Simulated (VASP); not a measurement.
Wanted: the native input for a VASP 6.6.1 run.

- Task: single point
- Functional: PBEsol
- Potentials or basis: VASP PAW PBE potentials, release 64 (Cu)
- Cutoff: 520 eV
- k mesh: 28 × 28 × 28
- Occupations: gaussian, width 0.15 eV
- Spin: no spin polarisation
- Dipole correction: no
- Further INCAR settings: ALGO = Normal; EDIFF = 1e-06; NBANDS = 12

The structure of Cu lies in POSCAR:

```
Cu
1.0
    0.0000000000      1.8262281590      1.8262281590
    1.8262281590      0.0000000000      1.8262281590
    1.8262281590      1.8262281590      0.0000000000
Cu
1
Direct
    0.0000000000      0.0000000000      0.0000000000
```

This cell differs from its parent crystal: strain +0.025 along x and y, +0.025 along z.

These files were run (other wordings do the same):

INCAR

```
PREC     = Accurate       # precision mode
ENCUT    = 520            # plane-wave cutoff, eV
EDIFF    = 1E-6           # SCF threshold, eV
ISMEAR   = 0              # smearing method
SIGMA    = 0.15           # smearing width, eV
LREAL    = F              # projectors in reciprocal space
LASPH    = T              # aspherical terms in the spheres
NELM     = 80             # most SCF steps
ALGO     = Normal         # electronic algorithm
ISIF     = 2              # what is computed and relaxed
LWAVE    = F              # write WAVECAR
LCHARG   = F              # write CHGCAR
GGA      = PS             # functional
NBANDS   = 12             # bands
```

KPOINTS

```
regular mesh
0
Gamma
  28 28 28
```

Potentials or basis: VASP PAW PBE potentials, release 64 (Cu).

Run with:

```sh
$ cat potpaw_PBE.64/Cu/POTCAR > POTCAR
$ mpirun -np 1 vasp_std > vasp.out
```

Results of the run:

| Property | Result |
| --- | --- |
| Pressure | -9.7 GPa |
| Band gap on the k mesh | zero (an odd number of electrons rules out a gap without spin polarisation) |

Caveat: the cell differs from its parent crystal (strain +0.025 along x and y, +0.025 along z); the cell stands under tension; the PAW data sets were made with another functional, which shifts forces and pressure a little.

It used 82 s of CPU time on 1 thread of Intel(R) Xeon(R) Platinum 8175M CPU @ 2.50GHz (Skylake/Cascade Lake) (shared host).
